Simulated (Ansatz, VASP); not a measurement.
# Two plane-wave programs on AlN

```
Al N
1.0
     3.11000    0.00000    0.00000
    -1.55500    2.69334    0.00000
     0.00000    0.00000    4.98000
Al N
2 2
Cartesian
  0.0000 1.7956 0.0000
  1.5550 0.8978 2.4900
  0.0000 1.7956 1.9024
  1.5550 0.8978 4.3924
```

Alike in both runs: task relaxation of cell and atoms; functional LDA; k mesh 8 × 8 × 4; no spin polarisation.

|  | VASP | Ansatz |
| --- | --- | --- |
| version | VASP 6.6.1 | Ansatz 0.2.0 |
| potentials or method | VASP PAW LDA potentials, release 64 (Al, N) | scalar-relativistic, plane waves, PAW |
| plane-wave cutoff (eV) | 600 | 420 |
| occupations | gaussian, width 0.01 eV | fixed |
| valence electrons in the cell | 16 | 16 |

VASP gave:

- gap on the k mesh at the Fermi level, each at its own relaxed structure (eV): 4.40
- relaxed volume (Å³/atom): 10.24
- relaxed cell length with the largest relative difference (Å): 4.948

**Question.** What did Ansatz give for the same quantities?

**Answer.** gap on the k mesh at the Fermi level, each at its own relaxed structure (eV): 4.42; relaxed volume (Å³/atom): 10.21; relaxed cell length with the largest relative difference (Å): 4.943.

LDA's correlation is that of Perdew and Zunger in VASP and of Perdew and Wang (1992) in Ansatz.
